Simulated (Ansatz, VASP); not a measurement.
## One calculation of ZrN, two programs

```
Zr N
1.0
     0.00000    2.28423    2.28423
     2.28423    0.00000    2.28423
     2.28423    2.28423    0.00000
Zr N
1 1
Direct
  0.00000 0.00000 0.00000
  0.50000 0.50000 0.50000
```

Alike in both runs: task relaxation of cell and atoms; functional PBE; k mesh 6 × 6 × 6; occupations gaussian, width 0.1 eV; no spin polarisation.

```csv
,VASP,Ansatz
version,VASP 6.6.1,Ansatz 0.2.0
potentials or method,"VASP PAW PBE potentials, release 64 (Zr_sv, N), cutoff 600 eV","scalar-relativistic, plane waves, PAW"
valence electrons in the cell,17,17
```

|  | VASP | Ansatz | Ansatz less VASP |
| --- | --- | --- | --- |
| gap on the k mesh at the Fermi level, each at its own relaxed structure (eV) | none | none | - |
| relaxed volume (Å³/atom) | 12.12 | 12.12 | -0.008 |
| relaxed cell length with the largest relative difference (Å) | 3.249 | 3.248 | -0.0008 |

A gap of «none» marks a metal or a gap that the smearing closes.

The k mesh is coarse, so the values compare programs but aren't converged.
